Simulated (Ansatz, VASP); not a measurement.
Two plane-wave programs on Fe2Pt

```xyz
6
Lattice="2.6652 0.0000 0.0000 -1.3326 2.3081 0.0000 0.0000 0.0000 12.6025" Properties=species:S:1:pos:R:3 pbc="T T T"
Fe    0.0000    1.5387   11.5523
Fe    0.0000    1.5387    7.3515
Fe    1.3326    0.7694    1.0502
Fe    1.3326    0.7694    5.2510
Pt    0.0000    1.5387    3.1506
Pt    1.3326    0.7694    9.4519
```

Alike in both runs: task single point; functional PBE; k mesh 6 × 6 × 2; occupations gaussian, width 0.1 eV; collinear spin.

|  | VASP | Ansatz |
| --- | --- | --- |
| version | VASP 6.6.1 | Ansatz 0.2.0 |
| potentials or method | VASP PAW PBE potentials, release 64 (Fe, Pt), cutoff 520 eV | scalar-relativistic, plane waves, PAW |
| valence electrons in the cell | 52 | 100 |

|  | VASP | Ansatz | Ansatz less VASP |
| --- | --- | --- | --- |
| gap on the k mesh at the Fermi level (eV) | none | none | - |
| pressure (GPa) | 11.2 | 11.6 | +0.37 |
| traceless stress, the component that is largest in VASP (GPa) | 6.51 | 6.60 | +0.091 |
| rms of the force components (eV/Å) | 0.480 | 0.482 | +0.0027 |
| net moment per atom (μB) | 1.91 | 1.92 | +0.001 |
| size of the moment on the site where the two differ most (μB) | 0.23 | 0.28 | +0.047 |

Site moments also hang on the region over which each program counts them. Atom by atom the forces differ by 0.003 eV/Å (rms over components). A gap of «none» marks a metal or a gap that the smearing closes. The functional is the same, so the differences come from potentials, cutoffs and numerics. VASP's potentials hold 52 valence electrons a cell and Ansatz's 100, so a difference there can come from the potentials and not from the codes.

The k mesh is coarse, so the values compare programs but aren't converged. Neither program's run includes spin-orbit coupling.
